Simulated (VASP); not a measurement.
A run of VASP 6.6.1 is set up as follows.

File POSCAR:

```
RbBr
1.0
    0.0000000000      3.4608260516      3.5473467028
    3.4608260516      0.0000000000      3.5473467028
    3.4608260516      3.4608260516      0.0000000000
Rb Br
1 1
Direct
    0.0000000000      0.0000000000      0.0000000000
    0.5000000000      0.5000000000      0.5000000000
```

The input INCAR.step1:

```
PREC = Accurate
ENCUT = 520
ISMEAR = 0
SIGMA = 0.01
LREAL = False
LASPH = True
NELM = 60
NBANDS = 15
GGA = PE
ALGO = Normal
EDIFF = 1E-4
LWAVE = True
LCHARG = False
```

Contents of INCAR.step2:

```
PREC = Accurate
ENCUT = 520
EDIFF = 1E-7
ISMEAR = 0
SIGMA = 0.01
LREAL = False
LASPH = True
NELM = 60
ALGO = Normal
ISIF = 2
LWAVE = False
LCHARG = False
METAGGA = R2SCAN
LMIXTAU = True
NBANDS = 15
ISTART = 1
```

The input KPOINTS:

```
Automatic mesh
0
Gamma
  6 6 6
```

Potentials or basis: VASP PAW PBE potentials, release 64 (Rb_sv, Br).

Run with:

```bash
$ cat potpaw_PBE.64/Rb_sv/POTCAR potpaw_PBE.64/Br/POTCAR > POTCAR
$ cp INCAR.step1 INCAR
$ mpirun -np 1 vasp_std > vasp.out
$ cp INCAR.step2 INCAR
$ mpirun -np 1 vasp_std > vasp.out
```

**Question.** Estimate the band gap on the k mesh.

**Answer.** 4.82 eV, direct.

**Question.** What does it give for the pressure?

**Answer.** -0.3 GPa.

Stress tensor (GPa, compression positive):
```
-0.05  0.00  0.00
 0.00 -0.05  0.00
 0.00  0.00 -0.68
```

Caveat: the cell differs from its parent crystal (uniaxial z strain +2.5%); the PAW data sets were made with another functional, which shifts forces and pressure a little.
